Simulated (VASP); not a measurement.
Set up this calculation in VASP 6.6.1, as the native input.

```yaml
Task: single point
Functional: PBEsol
Dispersion: D3(BJ)
Potentials_or_basis: VASP PAW PBE potentials, release 64 (Al, N)
Cutoff: 520 eV
k_mesh: 12 × 12 × 6
Occupations: gaussian, width 0.1 eV
Spin: no spin polarisation
Dipole_correction: no
Further_INCAR_settings: ALGO = Normal; EDIFF = 1e-06; NBANDS = 16
```

The structure of AlN lies in POSCAR:

```
AlN
1.0
    3.3664226357      0.0000000000      0.0000000000
   -1.6832113179      2.9154069164      0.0000000000
    0.0000000000      0.0000000000      4.2562237771
Al N
2 2
Direct
    0.3333333333      0.6666666667      0.7500000000
    0.6666666667      0.3333333333      0.2500000000
    0.3333333333      0.6666666667      0.2500000000
    0.6666666667      0.3333333333      0.7500000000
```

These files were run (other wordings do the same):

INCAR

```
ALGO = Normal
EDIFF = 1E-6
ENCUT = 520
GGA = PS
ISIF = 2
ISMEAR = 0
IVDW = 12
LASPH = True
LCHARG = False
LREAL = False
LWAVE = False
NBANDS = 16
NELM = 80
PREC = Accurate
SIGMA = 0.1
```

KPOINTS

```
k-points
0
Gamma
  12 12 6
```

Potentials or basis: VASP PAW PBE potentials, release 64 (Al, N).

Command:

```bash
$ cat potpaw_PBE.64/Al/POTCAR potpaw_PBE.64/N/POTCAR > POTCAR
$ mpirun -np 1 vasp_std > vasp.out
```

Results of the run:

```
Pressure                   : -16.0 GPa
Band gap on the k mesh     : 2.83 eV, direct
Dispersion energy per atom : -0.226 eV
```

Caveat: the PAW data sets were made with another functional, which shifts forces and pressure a little.

Wall time 42 s on 1 thread of Intel(R) Xeon(R) Platinum 8375C CPU @ 2.90GHz (Ice Lake), on a shared host, peak memory 0.19 GiB.
